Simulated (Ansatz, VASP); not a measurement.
## One calculation of As, two programs

```xyz
4
Lattice="1.8241 -5.7007 0.0000 1.8241 5.7007 0.0000 0.0000 0.0000 4.7350" Properties=species:S:1:pos:R:3 pbc="T T T"
As    1.8241    4.5120    4.3869
As    1.8241   -1.1886    2.7157
As    1.8241   -4.5120    0.3482
As    1.8241    1.1886    2.0193
```

Alike in both runs: functional r2SCAN; k mesh 9 × 9 × 7; occupations fermi-dirac, width 0.1 eV; no spin polarisation.

Ansatz relaxed the structure, and its values are those at the end. VASP's run is a single point on that final structure, the one shown.

|  | VASP | Ansatz |
| --- | --- | --- |
| version | VASP 6.6.1 | Ansatz 0.2.0 |
| potentials or method | VASP PAW PBE potentials, release 64 (As), cutoff 520 eV | plane waves (500 eV) with PAW, scalar-relativistic |
| valence electrons in the cell | 20 | 60 |

Ansatz gave:

```
pressure (GPa)                     : 0.0
rms of the force components (eV/Å) : 0.005
```

Problem. Which values does VASP return?

Solution. Pressure (GPa): 0.1; rms of the force components (eV/Å): 0.022.

VASP's potentials were made for PBE, not for r2SCAN. VASP's potentials hold 20 valence electrons a cell and Ansatz's 60, so a difference there can come from the potentials and not from the codes.
